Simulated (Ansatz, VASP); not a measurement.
LiCl: VASP beside Ansatz

Contents of INCAR:

```
PREC = Accurate
ENCUT = 520
EDIFF = 1E-6
ISMEAR = 0
SIGMA = 0.05
LREAL = F
LASPH = T
NELM = 100
ALGO = Normal
ISIF = 2
LWAVE = F
LCHARG = T
GGA = PE
LELF = T
LVHAR = T
NBANDS = 12
```

File KPOINTS:

```
regular mesh
0
Gamma
  8 8 8
```

File POSCAR:

```
LiCl
1.0
    0.1333227331      2.6331239778      2.6331239778
    2.6331239778      0.1333227331      2.6331239778
    2.6331239778      2.6331239778      0.1333227331
Li Cl
1 1
Direct
    0.0000000000      0.0000000000      0.0000000000
    0.5000000000      0.5000000000      0.5000000000
```

Input for Ansatz:

```yaml
crystal:
  lattice:
    - [0.1333227331, 2.6331239778, 2.6331239778]
    - [2.6331239778, 0.1333227331, 2.6331239778]
    - [2.6331239778, 2.6331239778, 0.1333227331]
  atoms:
    - { symbol: Li, position: [0.0, 0.0, 0.0] }
    - { symbol: Cl, position: [0.5, 0.5, 0.5] }
basis:
  ecutwfc: 420
kpoints:
  mp_grid: { grid: [8, 8, 8] }
hamiltonian:
  xc: pbe
scf:
  occupations: { method: gaussian, width: 0.05 }
output:
  forces: true
  stress: true
  eigenvalues: true
```

Alike in both runs: task single point; functional PBE; k mesh 8 × 8 × 8; occupations gaussian, width 0.05 eV; no spin polarisation.

```csv
,VASP,Ansatz
version,VASP 6.6.1,Ansatz 0.2.0
potentials or method,"VASP PAW PBE potentials, release 64 (Li_sv, Cl), cutoff 520 eV","scalar-relativistic, plane waves, PAW"
valence electrons in the cell,10,10
```

```csv
,VASP,Ansatz,Ansatz less VASP
gap on the k mesh at the Fermi level (eV),6.11,6.10,-0.013
least direct gap on the mesh (eV),6.11,6.10,-0.013
```

Noted on VASP's run: the cutoff is short for stress, so the pressure is rough.
